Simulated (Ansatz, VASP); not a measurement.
## Two plane-wave programs on B2Pt

Contents of INCAR:

```
PREC = Accurate
ENCUT = 520
EDIFF = 1E-7
ISMEAR = 0
SIGMA = 0.1
LREAL = F
LASPH = T
NELM = 80
ALGO = Normal
ISIF = 2
LWAVE = F
LCHARG = T
GGA = PE
IVDW = 12
LELF = T
LVHAR = T
NBANDS = 25
```

KPOINTS

```
regular mesh
0
Gamma
  6 6 2
```

File POSCAR:

```
B2Pt
1.0
    2.9501606000      0.0000000000      0.0000000000
   -1.4750803000      2.5549140200      0.0000000000
    0.0000000000      0.0000000000     10.7623463000
B Pt
4 2
Direct
    0.3333333300      0.6666666700      0.0000000000
    0.0000000000      0.0000000000      0.2156753800
    0.0000000000      0.0000000000      0.7156753800
    0.6666666700      0.3333333300      0.5000000000
    0.6666666700      0.3333333300      0.1078376900
    0.3333333300      0.6666666700      0.6078376900
```

Input for Ansatz:

```yaml
crystal:
  lattice:
    - [2.9501606, 0.0, 0.0]
    - [-1.4750803, 2.55491402, 0.0]
    - [0.0, 0.0, 10.7623463]
  atoms:
    - { symbol: B, position: [0.33333333, 0.66666667, 0.0] }
    - { symbol: B, position: [0.0, 0.0, 0.21567538] }
    - { symbol: B, position: [0.0, 0.0, 0.71567538] }
    - { symbol: B, position: [0.66666667, 0.33333333, 0.5] }
    - { symbol: Pt, position: [0.66666667, 0.33333333, 0.10783769] }
    - { symbol: Pt, position: [0.33333333, 0.66666667, 0.60783769] }
basis:
  ecutwfc: 420
kpoints:
  mp_grid: { grid: [6, 6, 2] }
hamiltonian:
  xc: pbe
  dispersion: d3bj
scf:
  occupations: { method: gaussian, width: 0.1 }
  lower_state_search: "off"
output:
  forces: true
  stress: true
  eigenvalues: true
```

Alike in both runs: task single point; functional PBE; dispersion D3(BJ); k mesh 6 × 6 × 2; occupations gaussian, width 0.1 eV; no spin polarisation.

|  | VASP | Ansatz |
| --- | --- | --- |
| version | VASP 6.6.1 | Ansatz 0.2.0 |
| potentials or method | VASP PAW PBE potentials, release 64 (B, Pt), cutoff 520 eV | scalar-relativistic, plane waves, PAW |
| valence electrons in the cell | 32 | 48 |

|  | VASP | Ansatz | Ansatz less VASP |
| --- | --- | --- | --- |
| gap on the k mesh at the Fermi level (eV) | none | none | - |
| pressure (GPa) | 25.1 | 25.0 | -0.18 |
| traceless stress, the component that is largest in VASP (GPa) | -15.78 | -15.79 | -0.014 |
| rms of the force components (eV/Å) | 1.042 | 1.030 | -0.0122 |

Atom by atom the forces differ by 0.012 eV/Å (rms over components). A gap of «none» marks a metal or a gap that the smearing closes. VASP's potentials hold 32 valence electrons a cell and Ansatz's 48, so a difference there can come from the potentials and not from the codes.

The k mesh is coarse, so the values compare programs but aren't converged. Neither program's run includes spin-orbit coupling.
